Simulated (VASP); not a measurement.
SrMg3O4:

```
CELL_PARAMETERS angstrom
3.30150 0.00000 0.00000
0.00000 3.30150 0.00000
0.00000 0.00000 8.97961
ATOMIC_POSITIONS crystal
Sr 0.00000 0.00000 0.00000
Mg 0.50000 0.50000 0.72765
Mg 0.00000 0.00000 0.50000
Mg 0.50000 0.50000 0.27235
O 0.00000 0.00000 0.27498
O 0.50000 0.50000 0.00000
O 0.00000 0.00000 0.72502
O 0.50000 0.50000 0.50000
```

- Program: VASP 6.6.1
- Task: relaxation of cell and atoms
- Functional: PBEsol
- Potentials or basis: VASP PAW PBE potentials, release 64 (Sr_sv, Mg, O)
- Cutoff: 600 eV
- k mesh: 8 × 8 × 4
- Occupations: gaussian, width 0.02 eV
- Spin: no spin polarisation

At the start: pressure -4.4 GPa; volume 12.23 Å³/atom.

**Question.** Where does the relaxation end?

**Answer.** Over 9 steps the energy falls by 6.2 meV/atom and the volume is 11.79 Å³/atom (-3.6 %); space group P4/mmm (No. 123, to 0.05 Å).

The path:
```
step  energy change (eV)  largest force (eV/Å)  pressure (GPa)  volume (Å³)
   1              0.0000                0.1172           -4.38        97.88
   2             -0.0421                0.1538            1.74        93.22
   3             -0.0491                0.0752           -0.05        94.45
   4             -0.0497                0.0255           -0.01        94.37
   5             -0.0497                0.0322            0.00        94.35
   6             -0.0498                0.0074            0.00        94.34
   7             -0.0498                0.0091            0.00        94.34
   8             -0.0498                0.0092            0.00        94.34
   9             -0.0498                0.0049            0.00        94.33
```

Final structure:
```
Sr Mg O
1.0
     3.26073    0.00000    0.00000
     0.00000    3.26073    0.00000
     0.00000    0.00000    8.87205
Sr Mg O
1 3 4
Direct
  0.00000 0.00000 0.00000
  0.50000 0.50000 0.72782
  0.00000 0.00000 0.50000
  0.50000 0.50000 0.27218
  0.00000 0.00000 0.27494
  0.50000 0.50000 0.00000
  0.00000 0.00000 0.72506
  0.50000 0.50000 0.50000
```

Caveat: the PAW data sets were made with another functional, which shifts forces and pressure a little.
